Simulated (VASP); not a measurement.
Here is a VASP 6.6.1 calculation.

The input INCAR:

```
SYSTEM = BiTe
  PREC = Accurate
  ENCUT = 520
  EDIFF = 1E-7
  ISMEAR = 0
  SIGMA = 0.05
  LREAL = .FALSE.
  LASPH = .TRUE.
  NELM = 80
  ALGO = Normal
  ISIF = 2
  LWAVE = .FALSE.
  LCHARG = .FALSE.
  GGA = PS
  NBANDS = 18
```

Contents of KPOINTS:

```
Automatic mesh
0
G
  8 8 8
  0 0 0
```

The input POSCAR:

```
BiTe
1.0
    0.0000000000      3.1513397850      3.1513397850
    3.1513397850      0.0000000000      3.1513397850
    3.1513397850      3.1513397850      0.0000000000
Bi Te
1 1
Direct
    0.5000000000      0.5000000000      0.5000000000
    0.0000000000      0.0000000000      0.0000000000
```

Potentials or basis: VASP PAW PBE potentials, release 64 (Bi_d, Te).

The run is started by

```sh
$ cat potpaw_PBE.64/Bi_d/POTCAR potpaw_PBE.64/Te/POTCAR > POTCAR
$ mpirun -np 1 vasp_std > vasp.out
```

(1) Predict the band gap on the k mesh.

(2) Estimate the pressure.

## Answers

(1) zero (an odd number of electrons rules out a gap without spin polarisation).

(2) 2.5 GPa.

Caveat: the PAW data sets were made with another functional, which shifts forces and pressure a little; spin-orbit coupling is left out, which moves the levels of the heavy elements.
